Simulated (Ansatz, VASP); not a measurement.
# Hf in VASP and in Ansatz

```
Hf
1.0
    -1.75988    1.75988    1.75988
     1.75988   -1.75988    1.75988
     1.75988    1.75988   -1.75988
Hf
1
Direct
  0.00000 0.00000 0.00000
```

Change from the starting cell: strain -0.025 along x and y, -0.025 along z, atoms carried along.

Alike in both runs: task single point; functional r2SCAN; k mesh 18 × 18 × 18; occupations gaussian, width 0.15 eV; no spin polarisation.

```csv
,VASP,Ansatz
version,VASP 6.6.1,Ansatz 0.2.0
potentials or method,"VASP PAW PBE potentials, release 64 (Hf_pv), cutoff 520 eV","scalar-relativistic, plane waves, PAW"
valence electrons in the cell,10,26
```

|  | VASP | Ansatz | Ansatz less VASP |
| --- | --- | --- | --- |
| gap on the k mesh at the Fermi level (eV) | none | none | - |
| pressure (GPa) | 1.4 | 1.7 | +0.38 |

VASP's potentials were made for PBE, not for r2SCAN. A gap of «none» marks a metal or a gap that the smearing closes. VASP's potentials hold 10 valence electrons a cell and Ansatz's 26, so a difference there can come from the potentials and not from the codes.

Spin-orbit coupling is off throughout.
